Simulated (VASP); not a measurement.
# BAs (F-43m) in VASP: a series of runs

Runs on BAs. Level: PBE0. Tasks: single point.

Program: VASP 6.6.1. These are calculated values, not measurements. Logs are shortened: lines on timing, memory, paths and dates and some standing lists are left out, and cuts for length are marked.

### 1 The cell of the first run

It takes space group F-43m (No. 216, cubic). The conventional cell has a = 4.712 Å, b = 4.712 Å, c = 4.712 Å, α = 90.00°, β = 90.00°, γ = 90.00°. Within 2.7 Å of As (site symmetry -43m) lie 4 B at 2.04 Å. B (site symmetry -43m) has 4 As at 2.04 Å within 2.7 Å.

### 2 Single point, PBE0

POSCAR

```
BAs
1.0
    0.0000000000      2.3562190158      2.3562190158
    2.3562190158      0.0000000000      2.3562190158
    2.3562190158      2.3562190158      0.0000000000
As B
1 1
Direct
    0.7500000000      0.7500000000      0.7500000000
    0.0000000000      0.0000000000      0.0000000000
```

INCAR.step1

```
SYSTEM = BAs
ALGO     = Normal         ! electronic algorithm
EDIFF    = 1E-5           ! SCF threshold, eV
ENCUT    = 520            ! plane-wave cutoff, eV
GGA      = PE             ! functional
ISIF     = 2              ! what is computed and relaxed
ISMEAR   = -1             ! smearing method
LASPH    = .True.         ! aspherical terms in the spheres
LCHARG   = .False.        ! write CHGCAR
LREAL    = .False.        ! projectors in reciprocal space
LWAVE    = .True.         ! write WAVECAR
NBANDS   = 11             ! bands
NELM     = 60             ! most SCF steps
PREC     = Accurate       ! precision mode
SIGMA    = 0.05           ! smearing width, eV
```

INCAR.step2

```
SYSTEM = BAs
AEXX     = 0.25           ! exact-exchange fraction
ALGO     = Normal         ! electronic algorithm
EDIFF    = 1E-6           ! SCF threshold, eV
ENCUT    = 520            ! plane-wave cutoff, eV
GGA      = PE             ! functional
ISIF     = 2              ! what is computed and relaxed
ISMEAR   = -1             ! smearing method
ISTART   = 1            
LASPH    = .True.         ! aspherical terms in the spheres
LCHARG   = .False.        ! write CHGCAR
LHFCALC  = .True.         ! exact exchange
LREAL    = .False.        ! projectors in reciprocal space
LWAVE    = .False.        ! write WAVECAR
NBANDS   = 11             ! bands
NELM     = 60             ! most SCF steps
PREC     = Accurate       ! precision mode
PRECFOCK = Normal       
SIGMA    = 0.05           ! smearing width, eV
```

KPOINTS

```
k-points
0
Gamma
  5 5 5
  0 0 0
```

Potentials or basis: VASP PAW PBE potentials, release 64 (As, B).

Command:

```sh
cat potpaw_PBE.64/As/POTCAR potpaw_PBE.64/B/POTCAR > POTCAR
cp INCAR.step1 INCAR
mpirun -np 1 vasp_std > vasp.out
cp INCAR.step2 INCAR
mpirun -np 1 vasp_std > vasp.out
```

OUTCAR:

```text
SYSTEM = BAs
   AEXX = 0.25
   EDIFF = 1E-6
   ENCUT = 520
   GGA = PE
   ISIF = 2
   ISMEAR = -1
   ISTART = 1
   LASPH = .True.
   LHFCALC = .True.
   LREAL = .False.
   NELM = 60
   PREC = Accurate
   PRECFOCK = Normal

 ion  position               nearest neighbor table
   1  0.750  0.750  0.750-   2 2.04   2 2.04   2 2.04   2 2.04
   2  0.000  0.000  0.000-   1 2.04   1 2.04   1 2.04   1 2.04

  LATTYP: Found a face centered cubic cell.
 ALAT       =     4.7124380316

  Lattice vectors:

 A1 = (   0.0000000000,   2.3562190158,   2.3562190158)
 A2 = (   2.3562190158,   0.0000000000,   2.3562190158)
 A3 = (   2.3562190158,   2.3562190158,   0.0000000000)

Analysis of symmetry for initial positions (statically):
=====================================================================
 Subroutine PRICEL returns:
 Original cell was already a primitive cell.

 Routine SETGRP: Setting up the symmetry group for a
 face centered cubic supercell.

 Subroutine GETGRP returns: Found 24 space group operations
 (whereof 24 operations were pure point group operations)
 out of a pool of 48 trial point group operations.

The static configuration has the point symmetry T_d .

Analysis of symmetry for dynamics (positions and initial velocities):
=====================================================================
 Subroutine PRICEL returns:
 Original cell was already a primitive cell.

 Routine SETGRP: Setting up the symmetry group for a
 face centered cubic supercell.

 Subroutine GETGRP returns: Found 24 space group operations
 (whereof 24 operations were pure point group operations)
 out of a pool of 48 trial point group operations.

The dynamic configuration has the point symmetry T_d .

 Subroutine INISYM returns: Found 24 space group operations
 (whereof 24 operations are pure point group operations),
 and found     1 'primitive' translations

----------------------------------------------------------------------------------------

                                     Primitive cell

  volume of cell :      26.1624

  direct lattice vectors                    reciprocal lattice vectors
     0.000000000  2.356219016  2.356219016    -0.212204382  0.212204382  0.212204382
     2.356219016  0.000000000  2.356219016     0.212204382 -0.212204382  0.212204382
     2.356219016  2.356219016  0.000000000     0.212204382  0.212204382 -0.212204382

  length of vectors
     3.332196888  3.332196888  3.332196888     0.367548771  0.367548771  0.367548771

  position of ions in fractional coordinates (direct lattice)
     0.750000000  0.750000000  0.750000000
     0.000000000  0.000000000  0.000000000

  ion indices of the primitive-cell ions
   primitive index   ion index
                 1           1
                 2           2

----------------------------------------------------------------------------------------

 KPOINTS: k-points

Automatic generation of k-mesh.
 Grid dimensions read from file:
 generate k-points for:    5    5    5

 Generating k-lattice:

  Cartesian coordinates                     Fractional coordinates (reciprocal lattice)
    -0.042440876  0.042440876  0.042440876     0.200000000  0.000000000  0.000000000
     0.042440876 -0.042440876  0.042440876     0.000000000  0.200000000  0.000000000
     0.042440876  0.042440876 -0.042440876     0.000000000  0.000000000  0.200000000

  Length of vectors
     0.073509754  0.073509754  0.073509754

  Shift w.r.t. Gamma in fractional coordinates (k-lattice)
     0.000000000  0.000000000  0.000000000

 Subroutine IBZKPT returns following result:
 ===========================================

 Found     10 irreducible k-points:

 Following reciprocal coordinates:
            Coordinates               Weight
  0.000000  0.000000  0.000000      1.000000
  0.200000  0.000000  0.000000      8.000000
  0.400000  0.000000  0.000000      8.000000
  0.200000  0.200000  0.000000      6.000000
  0.400000  0.200000  0.000000     24.000000
 -0.400000  0.200000  0.000000     24.000000
 -0.200000  0.200000  0.000000     12.000000
  0.400000  0.400000  0.000000      6.000000
 -0.400000  0.400000  0.000000     12.000000
 -0.400000  0.400000  0.200000     24.000000
   k-points           NKPTS =     10   k-points in BZ     NKDIM =    125   number of bands    NBANDS=     11
   number of dos      NEDOS =    301   number of ions     NIONS =      2
   total plane-waves  NPLWV =  21952
   dimension x,y,z NGX =    28 NGY =   28 NGZ =   28
   dimension x,y,z NGXF=    56 NGYF=   56 NGZF=   56
   ions per type =               1   1
   NGX,Y,Z   is equivalent  to a cutoff of  13.97, 13.97, 13.97 a.u.
   NGXF,Y,Z  is equivalent  to a cutoff of  27.94, 27.94, 27.94 a.u.
 SYSTEM =  BAs
   PREC   = accura    normal or accurate (medium, high low for compatibility)
   ISTART =      1    job   : 0-new  1-cont  2-samecut
   ICHARG =      0    charge: 1-file 2-atom 10-const
   ISPIN  =      1    spin polarized calculation?
   LNONCOLLINEAR =      F non collinear calculations
   LSORBIT =      F    spin-orbit coupling
   LASPH  =      T    aspherical Exc in radial PAW
   ENCUT  =  520.0 eV  38.22 Ry    6.18 a.u.   6.20  6.20  6.20*2*pi/ulx,y,z
   NELM   =     60;   NELMIN=  2; NELMDL=  0     # of ELM steps
   EDIFF  = 0.1E-05   stopping-criterion for ELM
   LREAL  =      F    real-space projection
   EDIFFG = 0.1E-04   stopping-criterion for IOM
   NSW    =      0    number of steps for IOM
   IBRION =     -1    ionic relax: 0-MD 1-quasi-New 2-CG
   NFREE  =      0    steps in history (QN), initial steepest desc. (CG)
   ISIF   =      2    stress and relaxation
   ISYM   =      3    0-nonsym 1-usesym 2-fastsym
   POTIM  = 0.5000    time-step for ionic-motion
   TEBEG  =    0.0;   TEEND  =   0.0 temperature during run
   PSTRESS=    0.0 pullay stress
   NELECT =       8.0000    total number of electrons
   NUPDOWN=      -1.0000    fix difference up-down
   EMIN   =  10.00;   EMAX   =-10.00  energy-range for DOS
   EFERMI =   0.00;   METHOD = LEGACY
   ISMEAR =    -1;   SIGMA  =   0.05  broadening in eV -4-tet -1-fermi 0-gaus
   EFERMI_NEDOS =   21; number of points for ismear=-14 and -15
   IALGO  =     38    algorithm
   IMIX   =      1    mixing-type and parameters
     AMIX     =   0.40;   BMIX     =  1.00
     AMIX_MAG =   1.60;   BMIX_MAG =  1.00
  volume/ion in A,a.u.               =      13.08        88.28
  Fermi-wavevector in a.u.,A,eV,Ry     =   1.102925  2.084225 16.550708  1.216443
  Thomas-Fermi vector in A             =   2.239375
   LORBIT       =      0    0 simple, 1 ext, 2 COOP (PROOUT), +10 PAW based schemes
   GGA     = PE    functional components
   LHFCALC =     T    Hartree Fock is set to
   PRECFOCK=normal    Normal, Fast or Accurate (Low or Medium for compatibility)
   ENCUT4O =  -1.0   cutoff for four orbital integrals eV
   NKREDX  =     1    reduce k-point grid by
   NKREDY  =     1    reduce k-point grid by
   NKREDZ  =     1    reduce k-point grid by
   AEXX    =    0.2500 exact exchange contribution
   HFSCREEN=    0.0000 screening length (either q_TF or 0.3 A-1)
   HFSCREENC=   0.0000 screening length for correlation (either q_TF or 0.3 A-1)
   ENCUTFOCK=  -1.0 apply spherical cutoff to Coloumb kernel
   IVDW    =     0    specifies the selected vdW correction
   LEPSILON=     F    determine dielectric tensor
   LRPA    =     F    only Hartree local field effects (RPA)
 non-spin polarized calculation
  energy-cutoff  :      520.00
  volume of cell :       26.16
 maximum number of plane-waves:       725
 NGX is ok and might be reduce to    28
  NGX = 20; NGY = 20; NGZ = 20

 number of electron       8.0000000 magnetization

 Free energy of the ion-electron system (eV)
  ---------------------------------------------------
  ext. energy  EPLUGINS =         0.00000000
  ---------------------------------------------------
  free energy    TOTEN  =       -14.13326141 eV

  energy without entropy =      -14.13326141  energy(sigma->0) =      -14.13326141

 E-fermi :   6.8317     XC(G=0):  -8.4931

 val. band max:        5.8051912825   @ k =   0.0000   0.0000   0.0000
 cond. band min:       8.3420464401   @ k =   0.4000   0.4000   0.0000
 fundamental gap:      2.5368551575
 Fermi energy:         6.8316650521

 k-point     1 :       0.0000    0.0000    0.0000
  band No.  band energies     occupation
      1     -11.6144      2.00000
      2       5.8052      2.00000
      3       5.8052      2.00000
      4       5.8052      2.00000
      5      10.7146      0.00000
      6      10.7146      0.00000
      7      10.7146      0.00000
      8      13.0161      0.00000
      9      17.4079      0.00000
     10      20.8010      0.00000
     11      20.8010      0.00000

 k-point     2 :       0.2000    0.0000    0.0000
  band No.  band energies     occupation
      1     -10.8713      2.00000
      2       1.5979      2.00000
      3       4.8224      2.00000
      4       4.8224      2.00000
      5      10.8697      0.00000
      6      11.9621      0.00000
      7      11.9621      0.00000
      8      15.3682      0.00000
      9      18.8718      0.00000
     10      18.8718      0.00000
     11      19.1752      0.00000

 k-point     3 :       0.4000    0.0000    0.0000
  band No.  band energies     occupation
      1      -8.9072      2.00000
      2      -3.2491      2.00000
      3       3.8528      2.00000
      4       3.8528      2.00000
      5      10.4445      0.00000
      6      12.3624      0.00000
      7      12.3624      0.00000
      8      16.7252      0.00000
      9      20.2725      0.00000
     10      21.1777      0.00000
     11      21.1777      0.00000
[... 71 lines left out ...]
 k-point     9 :      -0.4000    0.4000    0.0000
  band No.  band energies     occupation
      1      -6.6407      2.00000
      2      -3.6775      2.00000
      3      -0.6389      2.00000
      4       1.5679      2.00000
      5       9.0507      0.00000
      6      11.9093      0.00000
      7      18.1593      0.00000
      8      18.5934      0.00000
      9      19.5493      0.00000
     10      22.2192      0.00000
     11      25.4516      0.00000

 k-point    10 :      -0.4000    0.4000    0.2000
  band No.  band energies     occupation
      1      -7.2730      2.00000
      2      -2.8790      2.00000
      3      -0.4481      2.00000
      4       1.0531      2.00000
      5      11.9339      0.00000
      6      12.9137      0.00000
      7      13.9543      0.00000
      8      17.9535      0.00000
      9      19.2565      0.00000
     10      22.4448      0.00000
     11      25.2714      0.00000

------------------------ aborting loop because EDIFF is reached ----------------------------------------

  FORCE on cell =-STRESS in cart. coord.  units (eV):
  Direction    XX          YY          ZZ          XY          YZ          ZX
  --------------------------------------------------------------------------------------
  -------------------------------------------------------------------------------------
  Total        0.9587320      0.9587320      0.9587320     -0.0000000     -0.0000000     -0.0000000
  in kB       58.7125333     58.7125333     58.7125333     -0.0000000     -0.0000000     -0.0000000
  external PRESSURE =      58.7125333 kB  Pullay stress =       0.0000000 kB

 VOLUME and BASIS-vectors are now :
 -----------------------------------------------------------------------------
  energy-cutoff  :      520.00
  volume of cell :       26.16
      direct lattice vectors                 reciprocal lattice vectors
     0.000000000  2.356219016  2.356219016    -0.212204382  0.212204382  0.212204382
     2.356219016  0.000000000  2.356219016     0.212204382 -0.212204382  0.212204382
     2.356219016  2.356219016  0.000000000     0.212204382  0.212204382 -0.212204382

 POSITION                                       TOTAL-FORCE (eV/Angst)
 -----------------------------------------------------------------------------------
      3.53433      3.53433      3.53433        -0.000000     -0.000000     -0.000000
      0.00000      0.00000      0.00000         0.000000      0.000000      0.000000
 -----------------------------------------------------------------------------------
    total drift:                                0.000000      0.000000      0.000000

  FREE ENERGIE OF THE ION-ELECTRON SYSTEM (eV)
  ---------------------------------------------------
  free  energy   TOTEN  =       -14.1332614146 eV

  energy  without entropy=      -14.1332614145  energy(sigma->0) =      -14.13326141
```

Wall time 4.5 min (1 thread of Intel Xeon 8259CL, shared host); peak memory 0.17 GiB.

What came out:

```yaml
Free_energy: -14.1333 eV
Pressure: 5.9 GPa
Band_gap_on_the_k_mesh: 2.54 eV (least direct gap 4.91 eV)
```

Caveat: the k points lie up to 0.46 Å⁻¹ apart; the PAW data sets were made with another functional, which shifts forces and pressure a little; an odd mesh through Γ misses points on the zone boundary, where band edges can lie.

### 3 Single point, PBE0

This run uses another cell than the first one, of 13.35 Å³/atom.

POSCAR

```
BAs
1.0
    0.0000000000      2.3724693156      2.3724693156
    2.3724693156      0.0000000000      2.3724693156
    2.3724693156      2.3724693156      0.0000000000
As B
1 1
Direct
    0.7500000000      0.7500000000      0.7500000000
    0.0000000000      0.0000000000      0.0000000000
```

INCAR.step1

```
ALGO = Normal
EDIFF = 1E-5
ENCUT = 520
GGA = PE
ISIF = 2
ISMEAR = -1
LASPH = True
LCHARG = False
LREAL = False
LWAVE = True
NBANDS = 11
NELM = 100
PREC = Accurate
SIGMA = 0.05
```

INCAR.step2

```
AEXX = 0.25
ALGO = Normal
EDIFF = 1E-6
ENCUT = 520
GGA = PE
ISIF = 2
ISMEAR = -1
ISTART = 1
LASPH = True
LCHARG = False
LHFCALC = True
LREAL = False
LWAVE = False
NBANDS = 11
NELM = 100
PREC = Accurate
PRECFOCK = Normal
SIGMA = 0.05
```

KPOINTS

```
k-points
0
Gamma
  5 5 5
```

Potentials or basis: VASP PAW PBE potentials, release 64 (As, B).

Command:

```sh
cat potpaw_PBE.64/As/POTCAR potpaw_PBE.64/B/POTCAR > POTCAR
cp INCAR.step1 INCAR
mpirun -np 1 vasp_std > vasp.out
cp INCAR.step2 INCAR
mpirun -np 1 vasp_std > vasp.out
```

It took 4.1 min on 1 thread of Intel Xeon 8259CL, shared host; peak memory 0.17 GiB.

It converged, with:

```yaml
Free_energy: -14.1476 eV
Pressure: 2.5 GPa
Band_gap_on_the_k_mesh: 2.56 eV (least direct gap 4.88 eV)
```

Levels at points of the mesh, in eV from the valence-band top:
```csv
k point,band 1,band 2,band 3,band 4,band 5,band 6,band 7,band 8,band 9
"(0.00, 0.00, 0.00)",-17.21,0.00,0.00,0.00,4.88,4.88,4.88,6.92,11.49
```

Caveat: the k points lie up to 0.46 Å⁻¹ apart; the PAW data sets were made with another functional, which shifts forces and pressure a little; an odd mesh through Γ misses points on the zone boundary, where band edges can lie.

(Part 1 of 2 ends here.)
